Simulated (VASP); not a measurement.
**BaTiO3: single point with PBEsol+D3(BJ)**

Crystal: BaTiO3.

```
CELL_PARAMETERS angstrom
3.93706 0.00000 0.00000
0.00000 3.93706 0.00000
0.00000 0.00000 3.97661
ATOMIC_POSITIONS crystal
Ba 0.00000 0.00000 0.00210
Ti 0.50000 0.50000 0.49017
O 0.00000 0.50000 0.51499
O 0.50000 0.00000 0.51499
O 0.50000 0.50000 0.02074
```

```json
{
 "Program": "VASP 6.6.1",
 "Task": "single point",
 "Functional": "PBEsol",
 "Dispersion": "D3(BJ)",
 "Potentials or basis": "VASP PAW PBE potentials, release 64 (Ba_sv, Ti_sv, O)",
 "Cutoff": "520 eV",
 "k mesh": "7 × 7 × 7",
 "Occupations": "fermi-dirac, width 0.05 eV",
 "Spin": "no spin polarisation"
}
```

```yaml
Pressure: 2.1 GPa
Largest_force: 0.037 eV/Å
Band_gap_on_the_k_mesh: 1.91 eV, indirect (least direct gap 2.07 eV)
Dispersion_energy_per_atom: -0.275 eV
```

Forces in eV/Å, atoms in the order of the input:
```
Ba   0.000  0.000  0.025
Ti   0.000  0.000  0.036
O    0.000  0.000 -0.012
O    0.000  0.000 -0.012
O    0.000  0.000 -0.037
```

Levels at points of the mesh, in eV from the valence-band top:
```tsv
k point	band 17	band 18	band 19	band 20	band 21	band 22	band 23	band 24
(0.00, 0.00, 0.00)	-1.14	-0.18	-0.16	-0.16	1.91	2.13	2.13	4.41
```

Run time: 2 min on 1 thread of Intel(R) Xeon(R) Platinum 8259CL CPU @ 2.50GHz (Skylake/Cascade Lake) (shared host), peak memory 0.22 GiB.

Caveat: the PAW data sets were made with another functional, which shifts forces and pressure a little; spin-orbit coupling is left out, which moves the levels of the heavy elements. PBEsol gaps usually lie below the measured ones, often by a third to a half.
